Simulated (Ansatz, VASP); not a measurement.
## SnTe in VASP and in Ansatz

The input INCAR:

```
ALGO = Normal ; EDIFF = 1E-6
ENCUT = 500 ; GGA = CA
GGA_COMPAT = False ; ISIF = 2
ISMEAR = 0 ; LASPH = True
LCHARG = False ; LREAL = False
LWAVE = False ; NBANDS = 17
NELM = 120 ; PREC = Accurate
SIGMA = 0.01
```

KPOINTS

```
k-points
0
Gamma
  3 3 3
```

Contents of POSCAR:

```
SnTe
1.0
    0.0000000000      3.6111500000      3.6111500000
    3.6111500000      0.0000000000      3.6111500000
    3.6111500000      3.6111500000      0.0000000000
Sn Te
1 1
Direct
    0.0000000000      0.0000000000      0.0000000000
    0.7500000000      0.7500000000      0.7500000000
```

Input for Ansatz:

```yaml
crystal:
  lattice:
    - [0.0, 3.61115, 3.61115]
    - [3.61115, 0.0, 3.61115]
    - [3.61115, 3.61115, 0.0]
  atoms:
    - { symbol: Sn, position: [0.0, 0.0, 0.0] }
    - { symbol: Te, position: [0.75, 0.75, 0.75] }
kpoints:
  mp_grid:
    grid: [3, 3, 3]
    shift: [0.0, 0.0, 0.0]
hamiltonian:
  xc: lda
  pseudopotentials:
    kind: paw
scf:
  mixing:
    algorithm: broyden
    preconditioner: none
  occupations:
    method: fixed
  eigensolver:
    kind: davidson
    mixed_precision: false
output:
  forces: true
  stress: true
  eigenvalues: true
```

Alike in both runs: task single point; functional LDA; k mesh 3 × 3 × 3; no spin polarisation.

|  | VASP | Ansatz |
| --- | --- | --- |
| version | VASP 6.6.1 | Ansatz 0.2.0 |
| potentials or method | VASP PAW LDA potentials, release 64 (Sn_d, Te) | plane waves, PAW |
| plane-wave cutoff (eV) | 500 | 420 |
| occupations | gaussian, width 0.01 eV | fixed |
| valence electrons in the cell | 20 | 30 |

Ansatz gave:

```
gap on the k mesh at the Fermi level (eV) : 0.77
pressure (GPa)                            : -3.0
```

Question: Estimate VASP's values.

Answer: gap on the k mesh at the Fermi level (eV): 0.76; pressure (GPa): -3.0.

LDA's correlation is that of Perdew and Zunger in VASP and of Perdew and Wang (1992) in Ansatz. VASP's potentials hold 20 valence electrons a cell and Ansatz's 30, so a difference there can come from the potentials and not from the codes.

The k mesh is coarse, so the values compare programs but aren't converged. Neither program's run includes spin-orbit coupling.
